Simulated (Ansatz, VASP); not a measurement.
## Sb in VASP and in Ansatz

```xyz
8
Lattice="6.2242 0.0000 0.0000 0.0000 6.2242 0.0000 0.0000 0.0000 6.2242" Properties=species:S:1:pos:R:3 pbc="T T T"
Sb    0.0000    0.0000    0.0000
Sb    0.0000    0.0000    3.1121
Sb    0.0000    3.1121    0.0000
Sb    0.0000    3.1121    3.1121
Sb    3.1121    0.0000    0.0000
Sb    3.1121    0.0000    3.1121
Sb    3.1121    3.1121    0.0000
Sb    3.1121    3.1121    3.1121
```

Alike in both runs: task single point; functional PBE; k mesh 6 × 6 × 6; occupations gaussian, width 0.1 eV; no spin polarisation.

|  | VASP | Ansatz |
| --- | --- | --- |
| version | VASP 6.6.1 | Ansatz 0.2.0 |
| potentials or method | VASP PAW PBE potentials, release 64 (Sb), cutoff 500 eV | scalar-relativistic, plane waves, PAW |
| valence electrons in the cell | 40 | 120 |

```tsv
	VASP	Ansatz	Ansatz less VASP
gap on the k mesh at the Fermi level (eV)	none	none	-
pressure (GPa)	-0.1	-0.1	+0.03
```

A gap of «none» marks a metal or a gap that the smearing closes. With one functional, cell and mesh, what is left measures potentials, basis and numerics. VASP's potentials hold 40 valence electrons a cell and Ansatz's 120, so a difference there can come from the potentials and not from the codes.

Neither program's run includes spin-orbit coupling.
